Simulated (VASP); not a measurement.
A run of VASP 6.6.1 is set up as follows.

Contents of INCAR:

```
  PREC = Accurate
  ENCUT = 600
  EDIFF = 1E-6
  ISMEAR = -1
  SIGMA = 0.05
  LREAL = False
  LASPH = True
  NELM = 100
  ALGO = Normal
  ISIF = 3
  LWAVE = False
  LCHARG = False
  GGA = RP
  IVDW = 13
  IBRION = 2
  NSW = 60
  EDIFFG = -0.01
```

The input KPOINTS:

```
regular mesh
0
Gamma
  12 12 12
```

Contents of POSCAR:

```
Zn
1.0
   -1.5690370000      1.5690370000      1.5690370000
    1.5690370000     -1.5690370000      1.5690370000
    1.5690370000      1.5690370000     -1.5690370000
Zn
1
Direct
    0.0000000000      0.0000000000      0.0000000000
```

Potentials or basis: VASP PAW PBE potentials, release 64 (Zn).

Command:

```bash
$ cat potpaw_PBE.64/Zn/POTCAR > POTCAR
$ mpirun -np 1 vasp_std > vasp.out
```

(1) What does it give for the relaxed volume?

(2) Estimate the relaxed cell.

(3) Estimate the band gap on the k mesh.

Answers

(1) 14.66 Å³/atom.

(2) a = 2.670 Å, b = 2.670 Å, c = 2.670 Å, α = 109.47°, β = 109.47°, γ = 109.47°.

(3) zero (band 6 reaches 7.92 eV, above the bottom of band 7 at 2.76 eV).

Caveat: the PAW data sets were made with another functional, which shifts forces and pressure a little; pairwise dispersion overbinds metals, which lowers pressure and volume.
